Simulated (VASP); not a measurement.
# Al4N3 (P3m1) in VASP: a series of runs, part 2 of 2

VASP 6.6.1.

## 4. Relaxation of shape and atoms at fixed volume, PBE (10.70 Å³/atom)

This run uses another cell than the first one, of 10.70 Å³/atom.

File INCAR:

```
SYSTEM = Al4N3
PREC     = Accurate       ! precision mode
ENCUT    = 600            ! plane-wave cutoff, eV
EDIFF    = 1E-7           ! SCF threshold, eV
ISMEAR   = 0              ! smearing method
SIGMA    = 0.1            ! smearing width, eV
LREAL    = .False.        ! projectors in reciprocal space
LASPH    = .True.         ! aspherical terms in the spheres
NELM     = 80             ! most SCF steps
ALGO     = Normal         ! electronic algorithm
ISIF     = 4              ! what is computed and relaxed
LWAVE    = .False.        ! write WAVECAR
LCHARG   = .False.        ! write CHGCAR
GGA      = PE             ! functional
IBRION   = 2              ! ionic algorithm
NSW      = 50             ! ionic steps
EDIFFG   = -0.01          ! ionic threshold
```

File KPOINTS:

```
regular mesh
0
Gamma
  12 12 4
  0 0 0
```

File POSCAR:

```
Al4N3
1.0
    3.0207401967      0.0000000000      0.0000000000
   -1.5103700984      2.6160377486      0.0000000000
    0.0000000000      0.0000000000      9.4776562739
Al N
4 3
Direct
    0.0000000000      0.0000000000      0.4967709523
    0.3333333333      0.6666666667      0.7622639761
    0.0000000000      0.0000000000      0.9780304999
    0.3333333333      0.6666666667      0.2374980627
    0.3333333333      0.6666666667      0.4331065136
    0.0000000000      0.0000000000      0.6925412940
    0.0000000000      0.0000000000      0.1747887014
```

Started as:

```console
> cat potpaw_PBE.64/Al/POTCAR potpaw_PBE.64/N/POTCAR > POTCAR
> mpirun -np 1 vasp_std > vasp.out
```

Run time: 3.6 min. Hardware: 1 thread of AMD EPYC 9R45 (Zen 5), shared host; peak memory 0.23 GiB.

Results (log left out):

```
Free energy                  : -46.9246 eV
Energy gained by relaxing    : 0.3 meV/atom
Ionic steps                  : 7
Pressure after relaxing      : 16.8 GPa
Largest force after relaxing : 0.009 eV/Å
Band gap on the k mesh       : zero (an odd number of electrons rules out a gap without spin polarisation)
```

Forces on the atoms (eV/Å):
```
Al   0.000  0.000  0.003
Al   0.000  0.000 -0.004
Al   0.000  0.000 -0.003
Al   0.000  0.000  0.005
N    0.000  0.000 -0.009
N    0.000  0.000  0.005
N    0.000  0.000  0.002
```

The path:
```csv
step,energy change (eV),largest force (eV/Å),pressure (GPa),volume (Å³)
1,0.0000,0.1746,17.11,74.90
2,-0.0015,0.1078,16.91,74.90
3,-0.0015,0.1135,16.90,74.90
4,-0.0023,0.0722,16.81,74.90
5,-0.0023,0.0745,16.80,74.90
6,-0.0024,0.0452,16.77,74.90
7,-0.0024,0.0091,16.78,74.90
```

Final structure:
```xyz
7
Lattice="3.0226 0.0000 0.0000 -1.5113 2.6177 0.0000 0.0000 0.0000 9.4658" Properties=species:S:1:pos:R:3 pbc="T T T"
Al    3.0226    0.0000    4.7064
Al    0.0000    1.7451    7.2286
Al    0.0000    0.0000    9.2462
Al    0.0000    1.7451    2.2430
N     0.0000    1.7451    4.1001
N     0.0000    0.0000    6.5639
N     0.0000    0.0000    1.6453
```

Levels at points of the mesh, in eV from the Fermi level:
| k point | band 11 | band 12 | band 13 | band 14 | band 15 | band 16 |
| --- | --- | --- | --- | --- | --- | --- |
| (0.00, 0.00, 0.00) | -3.68 | -3.40 | -3.40 | 1.14 | 2.78 | 4.27 |
| (0.50, 0.00, 0.00) | -4.65 | -4.13 | -3.76 | -1.68 | 1.22 | 2.80 |
| (0.00, 0.00, 0.50) | -3.40 | -3.40 | -3.32 | 0.33 | 3.69 | 4.08 |
| (0.50, 0.00, 0.50) | -4.68 | -4.11 | -3.59 | -1.78 | 1.36 | 2.58 |

## 5. Relaxation of shape and atoms at fixed volume, PBE (11.05 Å³/atom)

This run uses another cell than the first one, of 11.05 Å³/atom.

INCAR, as its differences from that of step 4:

```diff
@@ -3,3 +3,3 @@
 ENCUT    = 600            ! plane-wave cutoff, eV
-EDIFF    = 1E-7           ! SCF threshold, eV
+EDIFF    = 1E-6           ! SCF threshold, eV
 ISMEAR   = 0              ! smearing method
```

File KPOINTS:

```
Automatic mesh
0
Gamma
  12 12 4
  0 0 0
```

File POSCAR:

```
Al4N3
1.0
    3.0514849320      0.0000000000      0.0000000000
   -1.5257424660      2.6426634704      0.0000000000
    0.0000000000      0.0000000000      9.5938230774
Al N
4 3
Direct
    0.0000000000      0.0000000000      0.4963150524
    0.3333333333      0.6666666667      0.7607007798
    0.0000000000      0.0000000000      0.9793805668
    0.3333333333      0.6666666667      0.2380934633
    0.3333333333      0.6666666667      0.4331044421
    0.0000000000      0.0000000000      0.6915661184
    0.0000000000      0.0000000000      0.1758395772
```

Started as:

```console
> cat potpaw_PBE.64/Al/POTCAR potpaw_PBE.64/N/POTCAR > POTCAR
> mpirun -np 1 vasp_std > vasp.out
```

Wall time 2.9 min (1 thread of AMD EPYC 9R45 (Zen 5), shared host); peak memory 0.23 GiB.

The run converged. Its results:

| Quantity | Value |
| --- | --- |
| Free energy | -47.1333 eV |
| Energy gained by relaxing | 0.4 meV/atom |
| Ionic steps | 7 |
| Pressure after relaxing | 10.1 GPa |
| Largest force after relaxing | 0.008 eV/Å |
| Band gap on the k mesh | zero (an odd number of electrons rules out a gap without spin polarisation) |

Forces in eV/Å, atoms in the order of the input:
```
Al   0.000  0.000  0.004
Al   0.000  0.000 -0.002
Al   0.000  0.000 -0.002
Al   0.000  0.000  0.005
N    0.000  0.000 -0.008
N    0.000  0.000  0.004
N    0.000  0.000 -0.001
```

The path:
```tsv
step	energy change (eV)	largest force (eV/Å)	pressure (GPa)	volume (Å³)
1	0.0000	0.1705	10.48	77.37
2	-0.0016	0.0974	10.30	77.37
3	-0.0016	0.1118	10.27	77.37
4	-0.0024	0.0708	10.17	77.37
5	-0.0024	0.0749	10.16	77.37
6	-0.0025	0.0435	10.13	77.37
7	-0.0026	0.0081	10.14	77.37
```

Final structure:
```yaml
crystal:
  lattice:
    - [3.05372, 0.00000, 0.00000]
    - [-1.52686, 2.64460, 0.00000]
    - [0.00000, 0.00000, 9.57978]
  atoms:
    - { symbol: Al, position: [0.00000, 0.00000, 0.49676] }
    - { symbol: Al, position: [0.33333, 0.66667, 0.76219] }
    - { symbol: Al, position: [0.00000, 0.00000, 0.97806] }
    - { symbol: Al, position: [0.33333, 0.66667, 0.23752] }
    - { symbol: N, position: [0.33333, 0.66667, 0.43315] }
    - { symbol: N, position: [0.00000, 0.00000, 0.69251] }
    - { symbol: N, position: [0.00000, 0.00000, 0.17482] }
```

Levels at points of the mesh, in eV from the Fermi level:
```csv
k point,band 11,band 12,band 13,band 14,band 15,band 16
"(0.00, 0.00, 0.00)",-3.57,-3.29,-3.29,1.04,2.61,4.10
"(0.50, 0.00, 0.00)",-4.52,-4.00,-3.58,-1.63,1.26,2.81
"(0.00, 0.00, 0.50)",-3.29,-3.29,-3.21,0.22,3.54,3.90
"(0.50, 0.00, 0.50)",-4.54,-3.99,-3.43,-1.72,1.38,2.60
```

## 6. Relaxation of shape and atoms at fixed volume, PBE (11.40 Å³/atom)

This run uses another cell than the first one, of 11.40 Å³/atom.

File INCAR:

```
PREC = Accurate
ENCUT = 600
EDIFF = 1E-6
ISMEAR = 0
SIGMA = 0.1
LREAL = False
LASPH = True
NELM = 80
ALGO = Normal
ISIF = 4
LWAVE = False
LCHARG = False
GGA = PE
IBRION = 2
NSW = 50
EDIFFG = -0.01
```

File KPOINTS:

```
regular mesh
0
Gamma
  12 12 4
```

File POSCAR:

```
Al4N3
1.0
    3.0812134595      0.0000000000      0.0000000000
   -1.5406067297      2.6684091304      0.0000000000
    0.0000000000      0.0000000000      9.7098936432
Al N
4 3
Direct
    0.0000000000      0.0000000000      0.4958122996
    0.3333333333      0.6666666667      0.7589068480
    0.0000000000      0.0000000000      0.9808984398
    0.3333333333      0.6666666667      0.2387838051
    0.3333333333      0.6666666667      0.4331307100
    0.0000000000      0.0000000000      0.6904653411
    0.0000000000      0.0000000000      0.1770025564
```

Potentials or basis: VASP PAW PBE potentials, release 64 (Al, N).

Started as:

```console
> cat potpaw_PBE.64/Al/POTCAR potpaw_PBE.64/N/POTCAR > POTCAR
> mpirun -np 1 vasp_std > vasp.out
```

Wall time 3.9 min (1 thread of AMD EPYC 9R45 (Zen 5), shared host); peak memory 0.26 GiB.

It converged, with:

```
Free energy                  : -47.2472 eV
Energy gained by relaxing    : 0.4 meV/atom
Ionic steps                  : 7
Pressure after relaxing      : 4.5 GPa
Largest force after relaxing : 0.007 eV/Å
Band gap on the k mesh       : zero (an odd number of electrons rules out a gap without spin polarisation)
```

Forces on the atoms (eV/Å):
```
Al   0.000  0.000  0.004
Al   0.000  0.000 -0.003
Al   0.000  0.000 -0.002
Al   0.000  0.000  0.005
N    0.000  0.000 -0.007
N    0.000  0.000  0.005
N    0.000  0.000 -0.003
```

The path:
```
step  energy change (eV)  largest force (eV/Å)  pressure (GPa)  volume (Å³)
   1              0.0000                0.1717            4.89        79.83
   2             -0.0017                0.0944            4.70        79.83
   3             -0.0018                0.1172            4.64        79.83
   4             -0.0027                0.0761            4.53        79.83
   5             -0.0027                0.0845            4.51        79.83
   6             -0.0029                0.0427            4.48        79.83
   7             -0.0029                0.0070            4.48        79.83
```

Final structure:
```yaml
crystal:
  lattice:
    - [3.08385, 0.00000, 0.00000]
    - [-1.54192, 2.67069, 0.00000]
    - [0.00000, 0.00000, 9.69331]
  atoms:
    - { symbol: Al, position: [0.00000, 0.00000, 0.49629] }
    - { symbol: Al, position: [0.33333, 0.66667, 0.76062] }
    - { symbol: Al, position: [0.00000, 0.00000, 0.97942] }
    - { symbol: Al, position: [0.33333, 0.66667, 0.23811] }
    - { symbol: N, position: [0.33333, 0.66667, 0.43315] }
    - { symbol: N, position: [0.00000, 0.00000, 0.69153] }
    - { symbol: N, position: [0.00000, 0.00000, 0.17589] }
```

Levels at points of the mesh, in eV from the Fermi level:
| k point | band 9 | band 10 | band 11 | band 12 | band 13 | band 14 | band 15 | band 16 | band 17 |
| --- | --- | --- | --- | --- | --- | --- | --- | --- | --- |
| (0.00, 0.00, 0.00) | -3.78 | -3.48 | -3.48 | -3.20 | -3.20 | 0.93 | 2.44 | 3.92 | 5.02 |
| (0.50, 0.00, 0.00) | -4.90 | -4.69 | -4.41 | -3.90 | -3.42 | -1.60 | 1.27 | 2.80 | 2.93 |
| (0.00, 0.00, 0.50) | -3.48 | -3.48 | -3.20 | -3.20 | -3.13 | 0.09 | 3.40 | 3.70 | 4.68 |
| (0.50, 0.00, 0.50) | -5.07 | -4.89 | -4.43 | -3.89 | -3.28 | -1.69 | 1.38 | 2.60 | 3.11 |

## 7. Summary

| task | level | cell | cutoff (eV) | gap on the mesh (eV) | pressure (GPa) | largest force (eV/Å) |
| --- | --- | --- | --- | --- | --- | --- |
| single point | r2SCAN | a = 3.113, b = 3.113, c = 9.809 Å, angles 90.0, 90.0, 120.0°, 7 atoms, atomic positions A | 520 | none | -4.4 | 0.12 |
| relaxation of shape and atoms at fixed volume | PBE | relaxed from a = 2.989, b = 2.989, c = 9.361 Å, angles 90.0, 90.0, 120.0°, 7 atoms, atomic positions B | 600 | none | 24.5 | - |
| relaxation of shape and atoms at fixed volume | PBE | relaxed from a = 3.021, b = 3.021, c = 9.478 Å, angles 90.0, 90.0, 120.0°, 7 atoms, atomic positions C | 600 | none | 16.8 | 0.01 |
| relaxation of shape and atoms at fixed volume | PBE | relaxed from a = 3.051, b = 3.051, c = 9.594 Å, angles 90.0, 90.0, 120.0°, 7 atoms, atomic positions D | 600 | none | 10.1 | 0.01 |
| relaxation of shape and atoms at fixed volume | PBE | relaxed from a = 3.081, b = 3.081, c = 9.710 Å, angles 90.0, 90.0, 120.0°, 7 atoms, atomic positions A | 600 | none | 4.5 | 0.01 |

Alike in all rows: potentials or basis VASP PAW PBE potentials, release 64 (Al, N); no spin polarisation; k mesh 12 × 12 × 4; smearing gaussian 0.1 eV.

Caveats: the cell stands under tension (at least some runs); the PAW data sets were made with another functional, which shifts forces and pressure a little (at least some runs).

Absolute energies hang on the potentials; compare differences alone.
